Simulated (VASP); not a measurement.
HfBr3F2, 12 atoms in the cell. The typed cell holds 12 atoms: a = 5.900 Å, b = 5.920 Å, c = 12.691 Å, α = 90.55°, β = 92.26°, γ = 90.03°. 

| Quantity | Value |
| --- | --- |
| Program | VASP 6.6.1 |
| Task | single point |
| Functional | PBE |
| Potentials or basis | VASP PAW PBE potentials, release 64 (Hf_pv, Br, F) |
| Cutoff | 600 eV |
| k mesh | 4 × 4 × 2 |
| Occupations | gaussian, width 0.1 eV |
| Spin | no spin polarisation |
| Dipole correction | no |
| Further INCAR settings | ALGO = Normal; EDIFF = 1e-06; NBANDS = 57 |

Potentials or basis: VASP PAW PBE potentials, release 64 (Hf_pv, Br, F).

Command:

```console
$ cat potpaw_PBE.64/Hf_pv/POTCAR potpaw_PBE.64/Br/POTCAR potpaw_PBE.64/F/POTCAR > POTCAR
$ mpirun -np 1 vasp_std > vasp.out
```

Hardware: 1 thread of Intel Xeon 8259CL (shared host).

Question: How long does it take, and how much memory?

Answer: It took 23 min on 1 thread of Intel Xeon 8259CL, on a shared host, peak memory 0.88 GiB. Counts: scf iterations 17, k points 20.
